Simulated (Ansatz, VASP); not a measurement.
# Two plane-wave programs on Be

File INCAR:

```
SYSTEM = Be
ALGO = Normal
EDIFF = 1E-7
EDIFFG = -0.04
ENCUT = 600
GGA = PS
GGA_COMPAT = .False.
IBRION = 2
ISIF = 3
ISMEAR = 0
LASPH = .True.
LCHARG = .False.
LREAL = .False.
LWAVE = .False.
NELM = 120
NELMIN = 4
NSW = 90
PREC = Accurate
SIGMA = 0.1
```

Contents of KPOINTS:

```
k-points
0
Gamma
  6 6 6
  0 0 0
```

File POSCAR:

```
Be
1.0
    3.6085264683      0.0000000000      0.0000000000
   -1.8042632342      3.1250755918      0.0000000000
    0.0000000000      0.0000000000      3.6396305796
Be
4
Direct
    0.0000000000      0.0000000000      0.2500000000
    0.0000000000      0.0000000000      0.7500000000
    0.3333333333      0.6666666667      0.7500000000
    0.6666666667      0.3333333333      0.2500000000
```

Input for Ansatz:

```yaml
crystal:
  lattice:
    - [3.6085264683, 0.0, 0.0]
    - [-1.8042632342, 3.1250755918, 0.0]
    - [0.0, 0.0, 3.6396305796]
  atoms:
    - { symbol: Be, position: [0.0, 0.0, 0.25] }
    - { symbol: Be, position: [0.0, 0.0, 0.75] }
    - { symbol: Be, position: [0.3333333333, 0.6666666667, 0.75] }
    - { symbol: Be, position: [0.6666666667, 0.3333333333, 0.25] }
basis:
  ecutwfc: 420
kpoints:
  mp_grid: { grid: [6, 6, 6] }
hamiltonian:
  xc: pbesol
scf:
  occupations: { method: gaussian, width: 0.1 }
  lower_state_search: "off"
output:
  forces: true
  stress: true
  eigenvalues: true
relax:
  adjacent_minimum: "off"
  f_tol: 0.04
  max_steps: 70
  cell: { stress_tol: 0.4 }
```

Alike in both runs: task relaxation of cell and atoms; functional PBEsol; k mesh 6 × 6 × 6; occupations gaussian, width 0.1 eV; no spin polarisation.

|  | VASP | Ansatz |
| --- | --- | --- |
| version | VASP 6.6.1 | Ansatz 0.2.0 |
| potentials or method | VASP PAW PBE potentials, release 64 (Be), cutoff 600 eV | scalar-relativistic, plane waves, PAW |
| valence electrons in the cell | 8 | 8 |

|  | VASP | Ansatz | Ansatz less VASP |
| --- | --- | --- | --- |
| gap on the k mesh at the Fermi level, each at its own relaxed structure (eV) | none | none | - |
| relaxed volume (Å³/atom) | 10.31 | 10.27 | -0.043 |
| relaxed cell length with the largest relative difference (Å) | 3.668 | 3.658 | -0.0108 |

VASP's potentials were made for PBE, not for PBEsol. A gap of «none» marks a metal or a gap that the smearing closes.
